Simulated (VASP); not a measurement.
# Cd2Cl3 (Pm-3m) in VASP: further runs

The runs below take Cd2Cl3 through single point, relaxation of cell and atoms, with PBE.

Everything below comes from runs of VASP 6.6.1. Logs are shortened: lines on timing, memory, paths and dates and some standing lists are left out, and cuts for length are marked.

**1. The cell of the first run**

It takes space group Pm-3m (No. 221, cubic). Conventional cell: a = 5.322 Å, b = 5.322 Å, c = 5.322 Å, α = 90.00°, β = 90.00°, γ = 90.00°. Cd (site symmetry m-3m) has 6 Cl at 2.66 Å within 3.5 Å. Cd (site symmetry m-3m) has 12 Cl at 3.76 Å and 8 Cd at 4.61 Å within 4.9 Å. Cl (site symmetry 4/mmm) has 2 Cd at 2.66 Å within 3.5 Å.

The cell was built from a structure type or drawn by symmetry, and may not be a known phase.

**2. Single point, PBE**

Input file INCAR:

```
SYSTEM = Cd2Cl3
ALGO = Normal ; EDIFF = 1E-6
ENCUT = 520 ; GGA = PE
ISIF = 2 ; ISMEAR = 0
LASPH = .True. ; LCHARG = .False.
LREAL = .False. ; LWAVE = .False.
NBANDS = 30 ; NELM = 100
PREC = Accurate ; SIGMA = 0.1
```

Input file KPOINTS:

```
k-points
0
Gamma
  4 4 4
  0 0 0
```

Input file POSCAR:

```
Cd2Cl3
1.0
    5.3216395600      0.0000000000      0.0000000000
    0.0000000000      5.3216395600      0.0000000000
    0.0000000000      0.0000000000      5.3216395600
Cd Cl
2 3
Direct
    0.0000000000      0.0000000000      0.0000000000
    0.5000000000      0.5000000000      0.5000000000
    0.5000000000      0.0000000000      0.0000000000
    0.0000000000      0.5000000000      0.0000000000
    0.0000000000      0.0000000000      0.5000000000
```

Potentials or basis: VASP PAW PBE potentials, release 64 (Cd, Cl).

The run is started by

```console
cat potpaw_PBE.64/Cd/POTCAR potpaw_PBE.64/Cl/POTCAR > POTCAR
mpirun -np 1 vasp_std > vasp.out
```

OUTCAR:

```text
SYSTEM = Cd2Cl3
   EDIFF = 1E-6
   ENCUT = 520
   GGA = PE
   ISIF = 2
   ISMEAR = 0
   LASPH = .True.
   LREAL = .False.
   NELM = 100
   PREC = Accurate

 ion  position               nearest neighbor table
   1  0.000  0.000  0.000-   3 2.66   4 2.66   5 2.66   5 2.66   4 2.66   3 2.66
   2  0.500  0.500  0.500-
   3  0.500  0.000  0.000-   1 2.66   1 2.66
   4  0.000  0.500  0.000-   1 2.66   1 2.66
   5  0.000  0.000  0.500-   1 2.66   1 2.66

  LATTYP: Found a simple cubic cell.
 ALAT       =     5.3216395600

  Lattice vectors:

 A1 = (   5.3216395600,   0.0000000000,   0.0000000000)
 A2 = (   0.0000000000,   5.3216395600,   0.0000000000)
 A3 = (   0.0000000000,   0.0000000000,   5.3216395600)

Analysis of symmetry for initial positions (statically):
=====================================================================
 Subroutine PRICEL returns:
 Original cell was already a primitive cell.

 Routine SETGRP: Setting up the symmetry group for a
 simple cubic supercell.

 Subroutine GETGRP returns: Found 48 space group operations
 (whereof 48 operations were pure point group operations)
 out of a pool of 48 trial point group operations.

The static configuration has the point symmetry O_h .

Analysis of symmetry for dynamics (positions and initial velocities):
=====================================================================
 Subroutine PRICEL returns:
 Original cell was already a primitive cell.

 Routine SETGRP: Setting up the symmetry group for a
 simple cubic supercell.

 Subroutine GETGRP returns: Found 48 space group operations
 (whereof 48 operations were pure point group operations)
 out of a pool of 48 trial point group operations.

The dynamic configuration has the point symmetry O_h .

 Subroutine INISYM returns: Found 48 space group operations
 (whereof 48 operations are pure point group operations),
 and found     1 'primitive' translations

----------------------------------------------------------------------------------------

                                     Primitive cell

  volume of cell :     150.7080

  direct lattice vectors                    reciprocal lattice vectors
     5.321639560  0.000000000  0.000000000     0.187912013  0.000000000  0.000000000
     0.000000000  5.321639560  0.000000000     0.000000000  0.187912013  0.000000000
     0.000000000  0.000000000  5.321639560     0.000000000  0.000000000  0.187912013

  length of vectors
     5.321639560  5.321639560  5.321639560     0.187912013  0.187912013  0.187912013

  position of ions in fractional coordinates (direct lattice)
     0.000000000  0.000000000  0.000000000
     0.500000000  0.500000000  0.500000000
     0.500000000  0.000000000  0.000000000
     0.000000000  0.500000000  0.000000000
     0.000000000  0.000000000  0.500000000

  ion indices of the primitive-cell ions
   primitive index   ion index
                 1           1
                 2           2
                 3           3
                 4           4
                 5           5

----------------------------------------------------------------------------------------

 KPOINTS: k-points

Automatic generation of k-mesh.
 Grid dimensions read from file:
 generate k-points for:    4    4    4

 Generating k-lattice:

  Cartesian coordinates                     Fractional coordinates (reciprocal lattice)
     0.046978003  0.000000000  0.000000000     0.250000000  0.000000000  0.000000000
     0.000000000  0.046978003  0.000000000     0.000000000  0.250000000  0.000000000
     0.000000000  0.000000000  0.046978003     0.000000000  0.000000000  0.250000000

  Length of vectors
     0.046978003  0.046978003  0.046978003

  Shift w.r.t. Gamma in fractional coordinates (k-lattice)
     0.000000000  0.000000000  0.000000000

 Subroutine IBZKPT returns following result:
 ===========================================

 Found     10 irreducible k-points:

 Following reciprocal coordinates:
            Coordinates               Weight
  0.000000  0.000000  0.000000      1.000000
  0.250000  0.000000  0.000000      6.000000
  0.500000  0.000000  0.000000      3.000000
  0.250000  0.250000  0.000000     12.000000
  0.500000  0.250000  0.000000     12.000000
  0.500000  0.500000  0.000000      3.000000
  0.250000  0.250000  0.250000      8.000000
  0.500000  0.250000  0.250000     12.000000
  0.500000  0.500000  0.250000      6.000000
  0.500000  0.500000  0.500000      1.000000
   k-points           NKPTS =     10   k-points in BZ     NKDIM =     10   number of bands    NBANDS=     30
   number of dos      NEDOS =    301   number of ions     NIONS =      5
   total plane-waves  NPLWV =  64000
   dimension x,y,z NGX =    40 NGY =   40 NGZ =   40
   dimension x,y,z NGXF=    80 NGYF=   80 NGZF=   80
   ions per type =               2   3
   NGX,Y,Z   is equivalent  to a cutoff of  12.50, 12.50, 12.50 a.u.
   NGXF,Y,Z  is equivalent  to a cutoff of  24.99, 24.99, 24.99 a.u.
 SYSTEM =  Cd2Cl3
   PREC   = accura    normal or accurate (medium, high low for compatibility)
   ISTART =      0    job   : 0-new  1-cont  2-samecut
   ICHARG =      2    charge: 1-file 2-atom 10-const
   ISPIN  =      1    spin polarized calculation?
   LNONCOLLINEAR =      F non collinear calculations
   LSORBIT =      F    spin-orbit coupling
   LASPH  =      T    aspherical Exc in radial PAW
   ENCUT  =  520.0 eV  38.22 Ry    6.18 a.u.   9.89  9.89  9.89*2*pi/ulx,y,z
   NELM   =    100;   NELMIN=  2; NELMDL= -5     # of ELM steps
   EDIFF  = 0.1E-05   stopping-criterion for ELM
   LREAL  =      F    real-space projection
   EDIFFG = 0.1E-04   stopping-criterion for IOM
   NSW    =      0    number of steps for IOM
   IBRION =     -1    ionic relax: 0-MD 1-quasi-New 2-CG
   NFREE  =      0    steps in history (QN), initial steepest desc. (CG)
   ISIF   =      2    stress and relaxation
   ISYM   =      2    0-nonsym 1-usesym 2-fastsym
   POTIM  = 0.5000    time-step for ionic-motion
   TEBEG  =    0.0;   TEEND  =   0.0 temperature during run
   PSTRESS=    0.0 pullay stress
   NELECT =      45.0000    total number of electrons
   NUPDOWN=      -1.0000    fix difference up-down
   EMIN   =  10.00;   EMAX   =-10.00  energy-range for DOS
   EFERMI =   0.00;   METHOD = LEGACY
   ISMEAR =     0;   SIGMA  =   0.10  broadening in eV -4-tet -1-fermi 0-gaus
   EFERMI_NEDOS =   21; number of points for ismear=-14 and -15
   IALGO  =     38    algorithm
   IMIX   =      4    mixing-type and parameters
     AMIX     =   0.40;   BMIX     =  1.00
     AMIX_MAG =   1.60;   BMIX_MAG =  1.00
  volume/ion in A,a.u.               =      30.14       203.41
  Fermi-wavevector in a.u.,A,eV,Ry     =   1.094209  2.067755 16.290160  1.197293
  Thomas-Fermi vector in A             =   2.230509
   LORBIT       =      0    0 simple, 1 ext, 2 COOP (PROOUT), +10 PAW based schemes
   GGA     = PE    functional components
   LHFCALC =     F    Hartree Fock is set to
   AEXX    =    0.0000 exact exchange contribution
   IVDW    =     0    specifies the selected vdW correction
   LEPSILON=     F    determine dielectric tensor
   LRPA    =     F    only Hartree local field effects (RPA)
 non-spin polarized calculation
 Gauss-broadening in eV      SIGMA  =   0.10
  energy-cutoff  :      520.00
  volume of cell :      150.71
 maximum number of plane-waves:      4076
 NGX is ok and might be reduce to    40
   NGX = 19   NGY = 19   NGZ = 19

 number of electron      44.9999996 magnetization

 Free energy of the ion-electron system (eV)
  ---------------------------------------------------
  ext. energy  EPLUGINS =         0.00000000
  ---------------------------------------------------
  free energy    TOTEN  =       -10.10820910 eV

  energy without entropy =      -10.08110243  energy(sigma->0) =      -10.09465576

 E-fermi :  -0.0791     XC(G=0):  -8.2132

 val. band max:       -0.1144362888   @ k =   0.2500   0.2500   0.0000
 cond. band min:      -0.0780496554   @ k =   0.5000   0.2500   0.2500
 fundamental gap:      0.0363866335
 Fermi energy:        -0.0791054225

 k-point     1 :       0.0000    0.0000    0.0000
  band No.  band energies     occupation
      1     -14.5415      2.00000
      2     -14.0750      2.00000
      3     -14.0750      2.00000
      4      -7.7131      2.00000
      5      -7.7131      2.00000
      6      -7.7131      2.00000
[... 22 lines left out ...]
     29       7.0616      0.00000
     30       8.0606      0.00000

 k-point     2 :       0.2500    0.0000    0.0000
  band No.  band energies     occupation
      1     -14.4722      2.00000
      2     -14.0961      2.00000
      3     -14.0729      2.00000
      4      -7.7250      2.00000
      5      -7.7151      2.00000
      6      -7.7147      2.00000
[... 22 lines left out ...]
     29       8.1284      0.00000
     30       8.2907      0.00000

 k-point     3 :       0.5000    0.0000    0.0000
  band No.  band energies     occupation
      1     -14.3873      2.00000
      2     -14.1313      2.00000
      3     -14.0708      2.00000
      4      -7.9818      2.00000
      5      -7.7183      2.00000
      6      -7.7152      2.00000
[... 22 lines left out ...]
     29       8.4908      0.00000
     30       8.6863      0.00000

 k-point     4 :       0.2500    0.2500    0.0000
  band No.  band energies     occupation
      1     -14.4043      2.00000
      2     -14.0995      2.00000
      3     -14.0848      2.00000
      4      -7.8129      2.00000
      5      -7.7245      2.00000
      6      -7.7204      2.00000
[... 154 lines left out ...]
     29       7.0158      0.00000
     30       7.6679      0.00000

 k-point     9 :       0.5000    0.5000    0.2500
  band No.  band energies     occupation
      1     -14.1757      2.00000
      2     -14.1213      2.00000
      3     -14.1213      2.00000
      4      -8.1095      2.00000
      5      -7.9425      2.00000
      6      -7.7282      2.00000
[... 22 lines left out ...]
     29       5.9720      0.00000
     30       7.0797      0.00000

 k-point    10 :       0.5000    0.5000    0.5000
  band No.  band energies     occupation
      1     -14.1189      2.00000
      2     -14.1189      2.00000
      3     -14.1189      2.00000
      4      -8.1091      2.00000
      5      -8.1091      2.00000
      6      -7.7032      2.00000
[... 22 lines left out ...]
     29       5.5062      0.00000
     30       6.2337      0.00000

------------------------ aborting loop because EDIFF is reached ----------------------------------------

  FORCE on cell =-STRESS in cart. coord.  units (eV):
  Direction    XX          YY          ZZ          XY          YZ          ZX
  --------------------------------------------------------------------------------------
  -------------------------------------------------------------------------------------
  Total       -1.7499366     -1.7499366     -1.7499366      0.0000000     -0.0000000     -0.0000000
  in kB      -18.6035800    -18.6035800    -18.6035800      0.0000000     -0.0000000     -0.0000000
  external PRESSURE =     -18.6035800 kB  Pullay stress =       0.0000000 kB

 VOLUME and BASIS-vectors are now :
 -----------------------------------------------------------------------------
  energy-cutoff  :      520.00
  volume of cell :      150.71
      direct lattice vectors                 reciprocal lattice vectors
     5.321639560  0.000000000  0.000000000     0.187912013  0.000000000  0.000000000
     0.000000000  5.321639560  0.000000000     0.000000000  0.187912013  0.000000000
     0.000000000  0.000000000  5.321639560     0.000000000  0.000000000  0.187912013

 POSITION                                       TOTAL-FORCE (eV/Angst)
 -----------------------------------------------------------------------------------
      0.00000      0.00000      0.00000         0.000000      0.000000      0.000000
      2.66082      2.66082      2.66082         0.000000      0.000000      0.000000
      2.66082      0.00000      0.00000         0.000000      0.000000      0.000000
      0.00000      2.66082      0.00000         0.000000      0.000000      0.000000
      0.00000      0.00000      2.66082         0.000000      0.000000      0.000000
 -----------------------------------------------------------------------------------
    total drift:                               -0.000000      0.000000     -0.000000

  FREE ENERGIE OF THE ION-ELECTRON SYSTEM (eV)
  ---------------------------------------------------
  free  energy   TOTEN  =       -10.1082090987 eV

  energy  without entropy=      -10.0811024311  energy(sigma->0) =      -10.09465576
```

Wall time 22 s (1 thread of AMD EPYC 9R45 (Zen 5), shared host); peak memory 0.21 GiB.

What came out:

```
Free energy            : -10.1082 eV
Pressure               : -1.9 GPa
Band gap on the k mesh : zero (an odd number of electrons rules out a gap without spin polarisation)
```

Caveat: an odd number of electrons without spin polarisation forces a metal; a magnetic or distorted state may lie lower.

[end of part 1 of 2]
